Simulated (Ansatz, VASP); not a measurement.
Rh in VASP and in Ansatz

```
Rh
1.0
     0.00000    2.69844    2.69844
     2.69844    0.00000    2.69844
     2.69844    2.69844    0.00000
Rh
2
Direct
  0.12500 0.12500 0.12500
  0.87500 0.87500 0.87500
```

Alike in both runs: task single point; functional revPBE; k mesh 11 × 11 × 11; occupations fermi-dirac, width 0.1 eV; no spin polarisation.

```csv
,VASP,Ansatz
version,VASP 6.6.1,Ansatz 0.2.0
potentials or method,"VASP PAW PBE potentials, release 64 (Rh_pv), cutoff 520 eV","plane waves (420 eV) with PAW, scalar-relativistic"
valence electrons in the cell,30,34
```

|  | VASP | Ansatz | Ansatz less VASP |
| --- | --- | --- | --- |
| pressure (GPa) | 12.4 | 12.1 | -0.21 |

VASP's potentials were made for PBE, not for revPBE. VASP's potentials hold 30 valence electrons a cell and Ansatz's 34, so a difference there can come from the potentials and not from the codes.
